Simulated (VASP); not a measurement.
# Si3N4 in VASP: a series of runs, part 2 of 2

VASP 6.6.1. The steps go on from the part before.

**4. Single point, PBE**

INCAR

```
SYSTEM = Si3N4
PREC = Accurate
ENCUT = 520
EDIFF = 1E-6
ISMEAR = -1
SIGMA = 0.1379
LREAL = Auto
LASPH = .True.
NELM = 60
ALGO = Normal
ISIF = 2
LWAVE = .False.
LCHARG = .False.
GGA = PE
NBANDS = 64
ISYM = 0
```

KPOINTS

```
Automatic mesh
0
Gamma
  1 1 1
  0.25 0.25 0.25
```

POSCAR

```
Si3N4
1.0
    6.4521200000      0.2464290000      0.2758340000
    0.2464290000      6.2576870000      0.2386670000
    0.2758340000      0.2386670000      5.9735200000
Si N
9 12
Direct
    0.1977755563      0.6686157739      0.6023335079
    0.5353475271      0.9407733489      0.4629910668
    0.1623783355      0.3306203157      0.3744246902
    0.8254373454      0.5823737148      0.2873663984
    0.7751666766      0.2135691721      0.7284560462
    0.6360034949      0.6109730415      0.8002372988
    1.0697921959      0.2808622019      0.8987100404
    0.4583276365      0.1337064841      0.0691065451
    0.1974135098      0.8219021370      0.0916015556
    0.1242481431      0.3936832850      0.6378296095
    0.9673541069      0.3514219272      0.1871874590
    0.7347853030      0.9894966946      0.6203454618
    0.2512484071      0.0652070782     -0.0382976253
    0.3496356762      0.1540622838      0.3650864164
    0.0728978210      0.7139919266      0.3519877712
    0.7450048824      0.4709829863      0.5857118126
    0.4953410440      0.8612978051      0.1929362813
    0.6099843147      0.6776703629      0.1147044011
    0.5748826324      0.3315738557      0.9370413235
    0.4332297189      0.7584920677      0.6568930024
    0.0718345507      0.7038353254      0.8915087458
```

Potentials or basis: VASP PAW PBE potentials, release 64 (Si, N).

Command:

```console
> cat potpaw_PBE.64/Si/POTCAR potpaw_PBE.64/N/POTCAR > POTCAR
> mpirun -np 1 vasp_std > vasp.out
```

OUTCAR:

```text
SYSTEM = Si3N4
   PREC = Accurate
   ENCUT = 520
   EDIFF = 1E-6
   ISMEAR = -1
   LREAL = Auto
   LASPH = .True.
   NELM = 60
   ISIF = 2
   GGA = PE
   ISYM = 0

 ion  position               nearest neighbor table
   1  0.198  0.669  0.602-  20 1.73  15 1.76  10 1.81  21 1.87   3 2.64   2 2.90   7 3.02   9 3.13

   2  0.535  0.941  0.463-  20 1.69  12 1.72  17 1.78  14 1.82   8 2.63   6 2.85   1 2.90   4 3.00
                             5 3.02
[... 260 lines left out ...]
  Total       12.5607416     14.4988738     -9.8563977     -8.6510517      6.4422208    -10.7398892
  in kB       83.8490871     96.7870665    -65.7962703    -57.7499972     43.0049715    -71.6940080
  external PRESSURE =      38.2799611 kB  Pullay stress =       0.0000000 kB

 VOLUME and BASIS-vectors are now :
 -----------------------------------------------------------------------------
  energy-cutoff  :      520.00
  volume of cell :      240.01
      direct lattice vectors                 reciprocal lattice vectors
     6.452120000  0.246429000  0.275834000     0.155508572 -0.005859014 -0.006946691
     0.246429000  6.257687000  0.238667000    -0.005859014  0.160268089 -0.006132831
     0.275834000  0.238667000  5.973520000    -0.006946691 -0.006132831  0.167971286

 POSITION                                       TOTAL-FORCE (eV/Angst)
 -----------------------------------------------------------------------------------
      1.60698      4.37648      3.81218        -2.653425     -0.978460      4.867420
      3.81367      6.12949      3.13789        -0.955179      2.561677      2.213810
      1.23244      2.19830      2.36033        -2.483831      0.839185      0.183530
      5.54860      3.91631      2.08327         0.376561     -1.655152      0.881002
      5.25503      1.70133      4.61624        -0.325425      1.533876      1.444439
      4.47487      4.17100      5.10148        -1.942601     -0.435069      1.932077
[... 13 lines left out ...]
      3.16336      5.00995      4.22449        -0.734488     -1.076009     -0.712365
      0.88284      4.63486      5.51324         1.162971     -0.015789      0.089230
 -----------------------------------------------------------------------------------
    total drift:                               -0.003934      0.005445     -0.001556

  FREE ENERGIE OF THE ION-ELECTRON SYSTEM (eV)
  ---------------------------------------------------
  free  energy   TOTEN  =      -152.7531864341 eV

  energy  without entropy=     -152.7454615058  energy(sigma->0) =     -152.74932397
```

OSZICAR:

```text
N       E                     dE             d eps       ncg     rms          rms(c)
DAV:   1     0.461716662971E+03    0.46172E+03   -0.46955E+04   128   0.138E+03
DAV:   2    -0.134550839538E+03   -0.59627E+03   -0.56264E+03   168   0.286E+02
DAV:   3    -0.177693993873E+03   -0.43143E+02   -0.42666E+02   152   0.805E+01
DAV:   4    -0.178664572430E+03   -0.97058E+00   -0.96748E+00   168   0.125E+01
DAV:   5    -0.178683910951E+03   -0.19339E-01   -0.19324E-01   152   0.177E+00    0.345E+01
DAV:   6    -0.153110017614E+03    0.25574E+02   -0.93631E+01   152   0.346E+01    0.157E+01
DAV:   7    -0.152945709069E+03    0.16431E+00   -0.61061E+00   152   0.105E+01    0.770E+00
DAV:   8    -0.152769502372E+03    0.17621E+00   -0.58865E-01   152   0.365E+00    0.360E+00
DAV:   9    -0.152750090238E+03    0.19412E-01   -0.15343E-01   160   0.184E+00    0.659E-01
DAV:  10    -0.152750868412E+03   -0.77817E-03   -0.29297E-02   160   0.888E-01    0.373E-01
DAV:  11    -0.152752365749E+03   -0.14973E-02   -0.68065E-03   152   0.380E-01    0.220E-01
DAV:  12    -0.152752999966E+03   -0.63422E-03   -0.12571E-03   144   0.181E-01    0.728E-02
DAV:  13    -0.152753156831E+03   -0.15687E-03   -0.35175E-04   152   0.850E-02    0.303E-02
DAV:  14    -0.152753171156E+03   -0.14325E-04   -0.29292E-05   152   0.283E-02    0.168E-02
DAV:  15    -0.152753183736E+03   -0.12580E-04   -0.21979E-05   152   0.195E-02    0.571E-03
DAV:  16    -0.152753185707E+03   -0.19711E-05   -0.28931E-06   128   0.888E-03    0.248E-03
DAV:  17    -0.152753186434E+03   -0.72688E-06   -0.10860E-06    96   0.474E-03
   1 F= -.15275319E+03 E0= -.15274932E+03  d E =-.772493E-02
```

stdout:

```text
POSCAR found type information on POSCAR SiN
 POSCAR found :  2 types and      21 ions
 scaLAPACK will be used
 LDA part: xc-table for (Slater+PW92), standard interpolation
 POSCAR, INCAR and KPOINTS ok, starting setup
 FFT: planning ... GRIDC
 FFT: planning ... GRID_SOFT
 FFT: planning ... GRID
 WAVECAR not read
 entering main loop
```

It took 25 s on 1 thread of AMD EPYC 9R45 (Zen 5), shared host; peak memory 0.27 GiB.

What came out:

| Item | Value |
| --- | --- |
| Free energy | -152.7532 eV |
| Pressure | 3.8 GPa |
| Largest force | 5.629 eV/Å |
| Band gap on the k mesh | 1.77 eV |

Forces on the atoms (eV/Å):
```
Si  -2.653 -0.978  4.867
Si  -0.955  2.562  2.214
Si  -2.484  0.839  0.184
Si   0.377 -1.655  0.881
Si  -0.325  1.534  1.444
Si  -1.943 -0.435  1.932
Si  -1.781 -1.271  1.301
Si  -0.426  0.414  2.222
Si  -1.736 -0.783 -1.456
N    2.781  2.309 -0.325
N    1.250 -0.318  0.163
N   -0.672 -1.438 -2.099
N   -2.602  1.451 -1.303
N    4.047 -1.726 -1.304
N    0.676  1.097 -1.629
N    0.534  1.019 -3.727
N    1.023 -0.975 -1.030
N    2.944 -1.163 -0.333
N    1.518  0.609 -1.379
N   -0.734 -1.076 -0.712
N    1.163 -0.016  0.089
```

Stress tensor (GPa, compression positive):
```
 8.38 -5.77 -7.17
-5.77  9.68  4.30
-7.17  4.30 -6.58
```

Caveat: the k points lie up to 1.06 Å⁻¹ apart.
